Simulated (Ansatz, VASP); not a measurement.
One calculation of KF, two programs

```
K F
1.0
     2.67185    2.67185    0.00000
    -2.67185    2.67185    0.00000
     0.00000    2.67185    2.67185
K F
1 1
Direct
  0.00000 0.00000 0.00000
  0.50000 0.50000 0.00000
```

Alike in both runs: task relaxation of cell and atoms; functional PBEsol; k mesh 12 × 12 × 12; occupations fermi-dirac, width 0.05 eV; no spin polarisation.

|  | VASP | Ansatz |
| --- | --- | --- |
| version | VASP 6.6.1 | Ansatz 0.2.0 |
| potentials or method | VASP PAW PBE potentials, release 64 (K_sv, F) | PAW with Ansatz's default frozen-core files, scalar-relativistic |
| plane-wave cutoff (eV) | 600 | 420 |
| valence electrons in the cell | 16 | 16 |

```csv
,VASP,Ansatz,Ansatz less VASP
"gap on the k mesh at the Fermi level, each at its own relaxed structure (eV)",6.13,6.15,+0.015
relaxed volume (Å³/atom),18.70,18.70,+0.002
relaxed cell length with the largest relative difference (Å),3.753,3.754,+0.0001
```

VASP's potentials were made for PBE, not for PBEsol.
